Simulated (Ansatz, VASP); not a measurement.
## One calculation of SnSe, two programs

```
Sn Se
1.0
     3.44701    0.00000    0.00000
    -1.72351    2.98520    0.00000
     0.00000    0.00000    6.50119
Sn Se
1 1
Direct
  0.00000 0.00000 0.00000
  0.00000 0.00000 0.50000
```

Alike in both runs: task single point; functional PBE; k mesh 6 × 6 × 4; occupations gaussian, width 0.1 eV; no spin polarisation.

|  | VASP | Ansatz |
| --- | --- | --- |
| version | VASP 6.6.1 | Ansatz 0.2.0 |
| potentials or method | VASP PAW PBE potentials, release 64 (Sn_d, Se), cutoff 520 eV | scalar-relativistic, plane waves, PAW |
| valence electrons in the cell | 20 | 30 |

|  | VASP | Ansatz | Ansatz less VASP |
| --- | --- | --- | --- |
| gap on the k mesh at the Fermi level (eV) | none | none | - |
| pressure (GPa) | -7.1 | -7.0 | +0.02 |
| traceless stress, the component that is largest in VASP (GPa) | -0.55 | -0.55 | -0.001 |

A gap of «none» marks a metal or a gap that the smearing closes. VASP's potentials hold 20 valence electrons a cell and Ansatz's 30, so a difference there can come from the potentials and not from the codes.
